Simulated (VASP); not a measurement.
Write the native input for VASP 6.6.1 that does the following.

| Property | Result |
| --- | --- |
| Task | single point |
| Functional | PBE |
| Potentials or basis | VASP PAW PBE potentials, release 64 (C) |
| Cutoff | 520 eV |
| k mesh | 26 × 26 × 26 |
| Occupations | gaussian, width 0.1 eV |
| Spin | no spin polarisation |
| Dipole correction | no |
| Further INCAR settings | ALGO = Normal; EDIFF = 1e-06; NBANDS = 11 |

The structure of C lies in POSCAR:

```
C
1.0
    0.0000000000      2.1360015682      4.3003110921
    1.2332209275      0.0000000000      4.3003110921
    1.2332209275      2.1360015682      0.0000000000
C
2
Direct
    0.8333277175      0.1666722825      0.8333277175
    0.1666722825      0.8333277175      0.1666722825
```

The input as run:

INCAR

```
  PREC = Accurate
  ENCUT = 520
  EDIFF = 1E-6
  ISMEAR = 0
  SIGMA = 0.1
  LREAL = F
  LASPH = T
  NELM = 80
  ALGO = Normal
  ISIF = 2
  LWAVE = F
  LCHARG = F
  GGA = PE
  NBANDS = 11
```

KPOINTS

```
regular mesh
0
Gamma
  26 26 26
```

Potentials or basis: VASP PAW PBE potentials, release 64 (C).

Command:

```console
$ cat potpaw_PBE.64/C/POTCAR > POTCAR
$ mpirun -np 1 vasp_std > vasp.out
```

It gave:

```json
{
 "Pressure": "0.4 GPa",
 "Band gap on the k mesh": "0.50 eV, indirect (least direct gap 0.54 eV)"
}
```

It took 11 min on 1 thread of Intel(R) Xeon(R) Platinum 8259CL CPU @ 2.50GHz (Skylake/Cascade Lake), on a shared host, peak memory 0.57 GiB.
